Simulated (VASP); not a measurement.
# Ge (P-3m1) in VASP: notebook

Ge is run at these levels: PBE; tasks: single point, relaxation of cell and atoms.

Everything below comes from runs of VASP 6.6.1. Logs are shortened: lines on timing, memory, paths and dates and some standing lists are left out, and cuts for length are marked.

## 1. The cell of the first run

The structure is trigonal, space group P-3m1 (No. 164). The conventional cell has a = 3.595 Å, b = 3.595 Å, c = 5.990 Å, α = 90.00°, β = 90.00°, γ = 120.00°. Ge (site symmetry 3m) has 4 Ge at 2.36 to 2.37 Å within 3.1 Å. Within 3.1 Å of Ge (site symmetry 3m) lie 6 Ge at 2.36 to 2.49 Å.

## 2. Single point, PBE

INCAR reads:

```
SYSTEM = Ge
PREC = Accurate ; ENCUT = 520
EDIFF = 1E-6 ; ISMEAR = 0
SIGMA = 0.1 ; LREAL = .False.
LASPH = .True. ; NELM = 80
ALGO = Normal ; ISIF = 2
LWAVE = .False. ; LCHARG = .True.
GGA = PE ; LELF = .True.
LVHAR = .True. ; NBANDS = 36
```

KPOINTS reads:

```
Automatic mesh
0
Gamma
  6 6 4
  0 0 0
```

POSCAR reads:

```
Ge
1.0
    3.5951919900      0.0000000000      0.0000000000
   -1.7975960000      3.1135276000      0.0000000000
    0.0000000000      0.0000000000      5.9903896100
Ge
4
Direct
    0.0000000000      0.0000000000      0.8025568000
    0.0000000000      0.0000000000      0.1974432000
    0.3333333300      0.6666666700      0.6146058900
    0.6666666700      0.3333333300      0.3853941100
```

Potentials or basis: VASP PAW PBE potentials, release 64 (Ge_d).

On the command line:

```sh
$ cat potpaw_PBE.64/Ge_d/POTCAR > POTCAR
$ mpirun -np 1 vasp_std > vasp.out
```

OUTCAR:

```text
SYSTEM = Ge
   PREC = Accurate
   ENCUT = 520
   EDIFF = 1E-6
   ISMEAR = 0
   LREAL = .False.
   LASPH = .True.
   NELM = 80
   ISIF = 2
   GGA = PE

 ion  position               nearest neighbor table
   1  0.000  0.000  0.803-   3 2.36   3 2.36   3 2.36   2 2.37
   2  0.000  0.000  0.197-   4 2.36   4 2.36   4 2.36   1 2.37
   3  0.333  0.667  0.615-   1 2.36   1 2.36   1 2.36   4 2.49   4 2.49   4 2.49
   4  0.667  0.333  0.385-   2 2.36   2 2.36   2 2.36   3 2.49   3 2.49   3 2.49

  LATTYP: Found a hexagonal cell.
 ALAT       =     3.5951919900
 C/A-ratio  =     1.6662224512

  Lattice vectors:

 A1 = (   3.5951919900,   0.0000000000,   0.0000000000)
 A2 = (  -1.7975960000,   3.1135276000,   0.0000000000)
 A3 = (   0.0000000000,   0.0000000000,   5.9903896100)

Analysis of symmetry for initial positions (statically):
=====================================================================
 Subroutine PRICEL returns:
 Original cell was already a primitive cell.

 Routine SETGRP: Setting up the symmetry group for a
 hexagonal supercell.

 Subroutine GETGRP returns: Found 12 space group operations
 (whereof 12 operations were pure point group operations)
 out of a pool of 24 trial point group operations.

The static configuration has the point symmetry D_3d.

Analysis of symmetry for dynamics (positions and initial velocities):
=====================================================================
 Subroutine PRICEL returns:
 Original cell was already a primitive cell.

 Routine SETGRP: Setting up the symmetry group for a
 hexagonal supercell.

 Subroutine GETGRP returns: Found 12 space group operations
 (whereof 12 operations were pure point group operations)
 out of a pool of 24 trial point group operations.

The dynamic configuration has the point symmetry D_3d.

 Subroutine INISYM returns: Found 12 space group operations
 (whereof 12 operations are pure point group operations),
 and found     1 'primitive' translations

----------------------------------------------------------------------------------------

                                     Primitive cell

  volume of cell :      67.0548

  direct lattice vectors                    reciprocal lattice vectors
     3.595191990  0.000000000  0.000000000     0.278149262  0.160589552  0.000000000
    -1.797596000  3.113527600  0.000000000     0.000000000  0.321179102  0.000000000
     0.000000000  0.000000000  5.990389610     0.000000000  0.000000000  0.166934050

  length of vectors
     3.595191990  3.595191997  5.990389610     0.321179103  0.321179102  0.166934050
[... 85 lines left out ...]
   LREAL  =      F    real-space projection
   EDIFFG = 0.1E-04   stopping-criterion for IOM
   NSW    =      0    number of steps for IOM
   IBRION =     -1    ionic relax: 0-MD 1-quasi-New 2-CG
   NFREE  =      0    steps in history (QN), initial steepest desc. (CG)
   ISIF   =      2    stress and relaxation
   ISYM   =      2    0-nonsym 1-usesym 2-fastsym
   POTIM  = 0.5000    time-step for ionic-motion
   TEBEG  =    0.0;   TEEND  =   0.0 temperature during run
   PSTRESS=    0.0 pullay stress
   NELECT =      56.0000    total number of electrons
   NUPDOWN=      -1.0000    fix difference up-down
   EMIN   =  10.00;   EMAX   =-10.00  energy-range for DOS
   EFERMI =   0.00;   METHOD = LEGACY
   ISMEAR =     0;   SIGMA  =   0.10  broadening in eV -4-tet -1-fermi 0-gaus
   EFERMI_NEDOS =   21; number of points for ismear=-14 and -15
   IALGO  =     38    algorithm
   IMIX   =      4    mixing-type and parameters
     AMIX     =   0.40;   BMIX     =  1.00
     AMIX_MAG =   1.60;   BMIX_MAG =  1.00
  volume/ion in A,a.u.               =      16.76       113.13
  Fermi-wavevector in a.u.,A,eV,Ry     =   1.541680  2.913353 32.338014  2.376777
  Thomas-Fermi vector in A             =   2.647592
   LORBIT       =      0    0 simple, 1 ext, 2 COOP (PROOUT), +10 PAW based schemes
   GGA     = PE    functional components
   LHFCALC =     F    Hartree Fock is set to
   AEXX    =    0.0000 exact exchange contribution
   IVDW    =     0    specifies the selected vdW correction
   LEPSILON=     F    determine dielectric tensor
   LRPA    =     F    only Hartree local field effects (RPA)
 non-spin polarized calculation
 Gauss-broadening in eV      SIGMA  =   0.10
  energy-cutoff  :      520.00
  volume of cell :       67.05
 maximum number of plane-waves:      1846
 NGX is ok and might be reduce to    28
   NGX = 13   NGY = 13   NGZ = 23

 number of electron      55.9999965 magnetization

 Free energy of the ion-electron system (eV)
  ---------------------------------------------------
  ext. energy  EPLUGINS =         0.00000000
  ---------------------------------------------------
  free energy    TOTEN  =       -15.10999675 eV

  energy without entropy =      -15.10361536  energy(sigma->0) =      -15.10680605

 E-fermi :   7.8526     XC(G=0): -11.6093

 val. band max:        7.8104119570   @ k =   0.5000   0.0000   0.0000
 cond. band min:       7.8859485071   @ k =   0.1667   0.0000   0.5000
 fundamental gap:      0.0755365501
 Fermi energy:         7.8525673007

 k-point     1 :       0.0000    0.0000    0.0000
  band No.  band energies     occupation
      1     -17.2294      2.00000
      2     -17.2294      2.00000
      3     -17.0892      2.00000
      4     -17.0892      2.00000
      5     -17.0353      2.00000
      6     -17.0353      2.00000
[... 925 lines left out ...]
     35      15.9162      0.00000
     36      16.9689      0.00000

------------------------ aborting loop because EDIFF is reached ----------------------------------------

  FORCE on cell =-STRESS in cart. coord.  units (eV):
  Direction    XX          YY          ZZ          XY          YZ          ZX
  --------------------------------------------------------------------------------------
  -------------------------------------------------------------------------------------
  Total       13.2281581     13.2281581     14.4088268     -0.0000000      0.0000000      0.0000000
  in kB      316.0676756    316.0676766    344.2780441     -0.0000005      0.0000000      0.0000000
  external PRESSURE =     325.4711321 kB  Pullay stress =       0.0000000 kB

 VOLUME and BASIS-vectors are now :
 -----------------------------------------------------------------------------
  energy-cutoff  :      520.00
  volume of cell :       67.05
      direct lattice vectors                 reciprocal lattice vectors
     3.595191990  0.000000000  0.000000000     0.278149262  0.160589552  0.000000000
    -1.797596000  3.113527600  0.000000000     0.000000000  0.321179102  0.000000000
     0.000000000  0.000000000  5.990389610     0.000000000  0.000000000  0.166934050

 POSITION                                       TOTAL-FORCE (eV/Angst)
 -----------------------------------------------------------------------------------
      0.00000      0.00000      4.80763        -0.000000     -0.000000      1.893012
      0.00000      0.00000      1.18276        -0.000000      0.000000     -1.893012
     -0.00000      2.07569      3.68173         0.000000     -0.000000      1.089008
      1.79760      1.03784      2.30866        -0.000000      0.000000     -1.089008
 -----------------------------------------------------------------------------------
    total drift:                               -0.000000      0.000000      0.000000

  FREE ENERGIE OF THE ION-ELECTRON SYSTEM (eV)
  ---------------------------------------------------
  free  energy   TOTEN  =       -15.1099967451 eV

  energy  without entropy=      -15.1036153580  energy(sigma->0) =      -15.10680605
```

OSZICAR:

```text
N       E                     dE             d eps       ncg     rms          rms(c)
DAV:   1     0.465890061241E+03    0.46589E+03   -0.27094E+04  2056   0.466E+03
DAV:   2     0.616007003510E+02   -0.40429E+03   -0.39365E+03  1728   0.774E+02
DAV:   3    -0.115615782905E+02   -0.73162E+02   -0.71913E+02  1868   0.201E+02
DAV:   4    -0.152581020533E+02   -0.36965E+01   -0.36789E+01  2040   0.543E+01
DAV:   5    -0.153253424432E+02   -0.67240E-01   -0.67200E-01  1964   0.773E+00    0.503E+00
DAV:   6    -0.151688941212E+02    0.15645E+00   -0.18061E-01  2920   0.117E+01    0.293E+00
DAV:   7    -0.151107182451E+02    0.58176E-01   -0.10707E-01  2216   0.375E+00    0.501E-01
DAV:   8    -0.151095877529E+02    0.11305E-02   -0.17622E-02  2648   0.256E+00    0.149E-01
DAV:   9    -0.151099161192E+02   -0.32837E-03   -0.40783E-03  2268   0.689E-01    0.742E-02
DAV:  10    -0.151099900036E+02   -0.73884E-04   -0.48873E-04  1900   0.498E-01    0.237E-02
DAV:  11    -0.151099953143E+02   -0.53107E-05   -0.76053E-05  2116   0.663E-01    0.720E-03
DAV:  12    -0.151099967651E+02   -0.14508E-05   -0.23477E-05  2888   0.137E-01    0.487E-03
DAV:  13    -0.151099967451E+02    0.19967E-07   -0.17874E-06  1300   0.525E-02
   1 F= -.15109997E+02 E0= -.15106806E+02  d E =-.638139E-02
```

Run time: 50 s. Hardware: 1 thread of Intel Xeon 6975P-C, shared host; peak memory 0.2 GiB.

What came out:

```
Free energy            : -15.1100 eV
Pressure               : 32.5 GPa
Largest force          : 1.893 eV/Å
Band gap on the k mesh : zero (band 28 reaches 8.68 eV, above the bottom of band 29 at 6.20 eV)
```

Forces in eV/Å, atoms in the order of the input:
```
Ge   0.000  0.000  1.893
Ge   0.000  0.000 -1.893
Ge   0.000  0.000  1.089
Ge   0.000  0.000 -1.089
```

Stress tensor (GPa, compression positive):
```
31.61  0.00  0.00
 0.00 31.61  0.00
 0.00  0.00 34.43
```

Levels at points of the mesh, in eV from the Fermi level:
```
           k point  band 25  band 26  band 27  band 28  band 29  band 30  band 31  band 32
(0.00, 0.00, 0.00)    -0.32    -0.23    -0.23     0.41     1.77     2.64     3.59     3.59
(0.50, 0.00, 0.00)    -6.00    -3.80    -3.09    -0.84    -0.04     2.47     3.24     4.06
(0.00, 0.00, 0.50)    -0.50    -0.50     0.46     0.46     2.11     2.11     2.90     2.95
(0.50, 0.00, 0.50)    -3.47    -2.91    -2.63    -1.22    -0.88     1.01     2.85     3.30
```

Caveat: forces of over 1 eV/Å act on the atoms, so gaps and moduli don't describe the material at rest.

[end of part 1 of 2]
